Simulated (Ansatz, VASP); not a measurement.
Two plane-wave programs on HRh8

Contents of INCAR:

```
SYSTEM = HRh8
PREC = Accurate
ENCUT = 520
EDIFF = 1E-6
ISMEAR = 0
SIGMA = 0.1
LREAL = .FALSE.
LASPH = .TRUE.
NELM = 100
ALGO = Normal
ISIF = 2
LWAVE = .FALSE.
LCHARG = .FALSE.
LDIPOL = .TRUE.
IDIPOL = 3
DIPOL = 0.5 0.5 0.305
GGA = PE
IVDW = 12
NBANDS = 70
```

KPOINTS

```
Automatic mesh
0
G
  5 7 1
  0 0 0
```

File POSCAR:

```
HRh8
1.0
    5.3650160441      0.0000000000      0.0000000000
    0.0000000000      3.7936392259      0.0000000000
    0.0000000000      0.0000000000     21.2400770646
Rh H
8 1
Direct
    0.2500000000      0.5000000000      0.1883232338
    0.7500000000      0.5000000000      0.1883232338
    0.0000000000      0.0000000000      0.2514705570
    0.5000000000      0.0000000000      0.2514705570
    0.2500000000      0.5000000000      0.3153506346
    0.7500000000      0.5000000000      0.3153506346
    0.0000000000      0.0000000000      0.3738252475
    0.5000000000      0.0000000000      0.3738252475
    0.0833333333      0.3750000000      0.4915272686
```

Input for Ansatz:

```yaml
crystal:
  lattice:
    - [5.3650160441, 0.0, 0.0]
    - [0.0, 3.7936392259, 0.0]
    - [0.0, 0.0, 21.2400770646]
  atoms:
    - { symbol: Rh, position: [0.25, 0.5, 0.1883232338] }
    - { symbol: Rh, position: [0.75, 0.5, 0.1883232338] }
    - { symbol: Rh, position: [0.0, 0.0, 0.251470557] }
    - { symbol: Rh, position: [0.5, 0.0, 0.251470557] }
    - { symbol: Rh, position: [0.25, 0.5, 0.3153506346] }
    - { symbol: Rh, position: [0.75, 0.5, 0.3153506346] }
    - { symbol: Rh, position: [0.0, 0.0, 0.3738252475] }
    - { symbol: Rh, position: [0.5, 0.0, 0.3738252475] }
    - { symbol: H, position: [0.0833333333, 0.375, 0.4915272686] }
basis:
  ecutwfc: 420
kpoints:
  mp_grid: { grid: [5, 7, 1] }
hamiltonian:
  xc: pbe
  pseudopotentials: { kind: paw, azcp: { folder: soft_1 } }
  dispersion: d3bj
scf:
  occupations: { method: gaussian, width: 0.1 }
output:
  forces: true
  eigenvalues: true
efield:
  axis: 3
  dipole_correction: true
  ramp_width: 0.04
```

Alike in both runs: task single point; functional PBE; dispersion D3(BJ); k mesh 5 × 7 × 1; occupations gaussian, width 0.1 eV; no spin polarisation.

```csv
,VASP,Ansatz
version,VASP 6.6.1,Ansatz 0.2.0
potentials or method,"VASP PAW PBE potentials, release 64 (Rh_pv, H), cutoff 520 eV","scalar-relativistic, plane waves, PAW"
valence electrons in the cell,121,137
```

Ansatz gave:

- gap on the k mesh at the Fermi level (eV): none
- rms of the force components (eV/Å): 0.429

Q: What did VASP give for the same quantities?

A: gap on the k mesh at the Fermi level (eV): none; rms of the force components (eV/Å): 0.430.

Atom by atom the forces differ by 0.002 eV/Å (rms over components). A gap of «none» marks a metal or a gap that the smearing closes. VASP's potentials hold 121 valence electrons a cell and Ansatz's 137, so a difference there can come from the potentials and not from the codes.
